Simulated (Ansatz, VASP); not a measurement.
## Be2Te in VASP and in Ansatz

The input INCAR:

```
PREC     = Accurate       # precision mode
ENCUT    = 600            # plane-wave cutoff, eV
EDIFF    = 1E-7           # SCF threshold, eV
ISMEAR   = 0              # smearing method
SIGMA    = 0.1            # smearing width, eV
LREAL    = F              # projectors in reciprocal space
LASPH    = T              # aspherical terms in the spheres
NELM     = 120            # most SCF steps
ALGO     = Normal         # electronic algorithm
ISIF     = 3              # what is computed and relaxed
LWAVE    = F              # write WAVECAR
LCHARG   = F              # write CHGCAR
GGA      = PE             # functional
IBRION   = 2              # ionic algorithm
NSW      = 90             # ionic steps
EDIFFG   = -0.04          # ionic threshold
GGA_COMPAT= F            
NELMIN   = 4
```

File KPOINTS:

```
regular mesh
0
Gamma
  6 6 6
```

The input POSCAR:

```
Be2Te
1.0
    1.4957023397      0.8635441484      5.7911330645
   -1.4957023397      0.8635441484      5.7911330645
    0.0000000000     -1.7270882969      5.7911330645
Be Te
2 1
Direct
    0.7484000000      0.7484000000      0.7484000000
    0.5849000000      0.5849000000      0.5849000000
    0.0000000000      0.0000000000      0.0000000000
```

Input for Ansatz:

```yaml
crystal:
  lattice:
    - [1.4957023397, 0.8635441484, 5.7911330645]
    - [-1.4957023397, 0.8635441484, 5.7911330645]
    - [0.0, -1.7270882969, 5.7911330645]
  atoms:
    - { symbol: Be, position: [0.7484, 0.7484, 0.7484] }
    - { symbol: Be, position: [0.5849, 0.5849, 0.5849] }
    - { symbol: Te, position: [0.0, 0.0, 0.0] }
basis:
  ecutwfc: 420
kpoints:
  mp_grid: { grid: [6, 6, 6] }
hamiltonian:
  xc: pbe
scf:
  occupations: { method: gaussian, width: 0.1 }
  lower_state_search: "off"
output:
  forces: true
  stress: true
  eigenvalues: true
relax:
  adjacent_minimum: "off"
  f_tol: 0.04
  max_steps: 70
  cell: { stress_tol: 0.4 }
```

Alike in both runs: task relaxation of cell and atoms; functional PBE; k mesh 6 × 6 × 6; occupations gaussian, width 0.1 eV; no spin polarisation.

|  | VASP | Ansatz |
| --- | --- | --- |
| version | VASP 6.6.1 | Ansatz 0.2.0 |
| potentials or method | VASP PAW PBE potentials, release 64 (Be, Te), cutoff 600 eV | scalar-relativistic, plane waves, PAW |
| valence electrons in the cell | 10 | 20 |

VASP gave:

```
gap on the k mesh at the Fermi level, each at its own relaxed structure (eV) : none
relaxed volume (Å³/atom)                                                     : 16.77
relaxed length of the cell vector where the two differ most in proportion (Å)              : 4.624
```

Question: Which values does Ansatz return?

Answer: gap on the k mesh at the Fermi level, each at its own relaxed structure (eV): none; relaxed volume (Å³/atom): 16.86; relaxed length of the cell vector where the two differ most in proportion (Å): 4.666.

A gap of «none» marks a metal or a gap that the smearing closes. VASP's potentials hold 10 valence electrons a cell and Ansatz's 20, so a difference there can come from the potentials and not from the codes.

The k mesh is coarse, so the values compare programs but aren't converged. Neither program's run includes spin-orbit coupling.
